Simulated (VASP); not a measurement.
Here is a VASP 6.6.1 calculation.

INCAR

```
ALGO = Normal
EDIFF = 1E-6
ENCUT = 520
GGA = CA
ISIF = 2
ISMEAR = -1
ISYM = 0
LASPH = True
LCHARG = True
LELF = True
LREAL = False
LVHAR = True
LWAVE = False
NBANDS = 12
NELM = 80
PREC = Accurate
SIGMA = 0.15
```

File KPOINTS:

```
k-points
0
Gamma
  15 15 14
```

The input POSCAR:

```
Cu
1.0
    2.4232903736     -0.0021113884      0.0016348154
   -0.9100372916      2.2459236008      0.0016348154
   -0.7552712401     -1.1198965013      2.0084234223
Cu
1
Direct
    0.0000000000      0.0000000000      0.0000000000
```

Potentials or basis: VASP PAW LDA potentials, release 64 (Cu).

Launch:

```console
$ cat potpaw_LDA.64/Cu/POTCAR > POTCAR
$ mpirun -np 1 vasp_std > vasp.out
```

Q: Predict the pressure.

A: 0.9 GPa.
